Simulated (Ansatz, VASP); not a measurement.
# B: VASP beside Ansatz

```
B
1.0
     2.99047    0.00000    0.00000
    -1.49524    2.58983    0.00000
     0.00000    0.00000    8.18067
B
8
Direct
  0.00000 0.00000 0.12439
  0.00000 0.00000 0.62439
  0.00000 0.00000 0.37561
  0.00000 0.00000 0.87561
  0.33333 0.66667 0.13285
  0.66667 0.33333 0.63285
  0.33333 0.66667 0.36715
  0.66667 0.33333 0.86715
```

Alike in both runs: functional PBE; k mesh 9 × 9 × 2; occupations gaussian, width 0.1 eV; no spin polarisation.

Ansatz relaxed the structure, and its values are those at the end. VASP's run is a single point on that final structure, the one shown.

|  | VASP | Ansatz |
| --- | --- | --- |
| version | VASP 6.6.1 | Ansatz 0.2.0 |
| potentials or method | VASP PAW PBE potentials, release 64 (B), cutoff 520 eV | scalar-relativistic, plane waves, PAW |
| valence electrons in the cell | 24 | 24 |

|  | VASP | Ansatz | Ansatz less VASP |
| --- | --- | --- | --- |
| gap on the k mesh at the Fermi level (eV) | none | none | - |
| pressure (GPa) | 0.0 | 0.0 | -0.03 |

A gap of «none» marks a metal or a gap that the smearing closes.

The k mesh is coarse, so the values compare programs but aren't converged.
